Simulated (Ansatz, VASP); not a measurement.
**SiC in VASP and in Ansatz**

```
Si C
1.0
     2.18986    2.18986    0.00000
    -2.18986    2.18986    0.00000
     0.12388    0.12388    4.37973
Si C
2 2
Direct
  0.50197 0.00000 0.74989
  0.00197 0.50000 0.24989
  0.99803 0.00000 0.00011
  0.49803 0.50000 0.50011
```

Change from the starting cell: shear of c along a, cell held, atoms relaxed: +4.0 %.

Alike in both runs: task relaxation of the atoms; functional PBE; k mesh 10 × 10 × 6; occupations gaussian, width 0.02 eV; no spin polarisation.

|  | VASP | Ansatz |
| --- | --- | --- |
| version | VASP 6.6.1 | Ansatz 0.2.0 |
| potentials or method | VASP PAW PBE potentials, release 64 (Si, C), cutoff 520 eV | scalar-relativistic, plane waves, PAW |
| valence electrons in the cell | 16 | 16 |

|  | VASP | Ansatz | Ansatz less VASP |
| --- | --- | --- | --- |
| gap on the k mesh at the Fermi level, each at its own relaxed structure (eV) | 1.14 | 1.14 | +0.004 |

Ansatz's warnings: stress scf threshold loose.
